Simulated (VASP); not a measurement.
Wanted: the native input for a VASP 6.6.1 run.

```yaml
Task: relaxation of cell and atoms
Functional: PBE
Potentials_or_basis: VASP PAW PBE potentials, release 64 (Be, Zn, O)
Cutoff: 600 eV
k_mesh: 4 × 4 × 4
Occupations: gaussian, width 0.1 eV
Spin: no spin polarisation
Dipole_correction: no
Further_INCAR_settings: ALGO = Normal; EDIFF = 1e-07; IBRION = 2; EDIFFG = -0.025; NSW = 80; ISIF = 3
```

The structure of Be2ZnO3 lies in POSCAR:

```
Be2ZnO3
1.0
    1.4986534320     -0.0610260702     -4.7017436908
    5.0560519858     -0.0026222376      0.0481559341
    2.5303767509     -4.3845351637     -0.0320927175
Be Zn O
4 2 6
Direct
    0.9445409145      0.4299848344      0.1618151631
   -0.0098964452      0.7463688645      0.5106760445
    0.5417248070      0.5927390594      0.8486837932
    0.4812571359      0.2379744363      0.5082115787
    1.0082451225      0.1093731941      0.8039067003
    0.5115477883      0.9150249734      0.1619196277
    0.8368446560      0.4921556726      0.8367148810
    0.9279900089      0.7634996966      0.2187447081
    0.8593869410      0.1117125773      0.4661265366
    0.4020613382      0.3502586117      0.1295722644
    0.4027400911      0.9347837364      0.7938356286
    0.3435576420      0.5661243431      0.5597930738
```

These files were run (other wordings do the same):

INCAR

```
PREC     = Accurate       # precision mode
ENCUT    = 600            # plane-wave cutoff, eV
EDIFF    = 1E-7           # SCF threshold, eV
ISMEAR   = 0              # smearing method
SIGMA    = 0.1            # smearing width, eV
LREAL    = False          # projectors in reciprocal space
LASPH    = True           # aspherical terms in the spheres
NELM     = 60             # most SCF steps
ALGO     = Normal         # electronic algorithm
ISIF     = 3              # what is computed and relaxed
LWAVE    = False          # write WAVECAR
LCHARG   = False          # write CHGCAR
GGA      = PE             # functional
IBRION   = 2              # ionic algorithm
NSW      = 80             # ionic steps
EDIFFG   = -0.025         # ionic threshold
```

KPOINTS

```
Automatic mesh
0
Gamma
  4 4 4
```

Potentials or basis: VASP PAW PBE potentials, release 64 (Be, Zn, O).

Run with:

```console
$ cat potpaw_PBE.64/Be/POTCAR potpaw_PBE.64/Zn/POTCAR potpaw_PBE.64/O/POTCAR > POTCAR
$ mpirun -np 1 vasp_std > vasp.out
```

Results of the run:

```yaml
Relaxed_volume: 8.51 Å³/atom
Relaxed_cell: a = 4.919 Å, b = 4.984 Å, c = 5.032 Å, α = 60.31°, β = 81.29°, γ = 72.22°
Space_group_after_relaxing_to_0.1_Å: Cc (No. 9)
Energy_gained_by_relaxing: 205.8 meV/atom
Ionic_steps: 17
Pressure_after_relaxing: 0.0 GPa
Largest_force_after_relaxing: 0.019 eV/Å
Band_gap_on_the_k_mesh: 3.53 eV
```

It took 18 min on 1 thread of Intel(R) Xeon(R) 6975P-C (Granite Rapids) (shared host), peak memory 0.34 GiB.
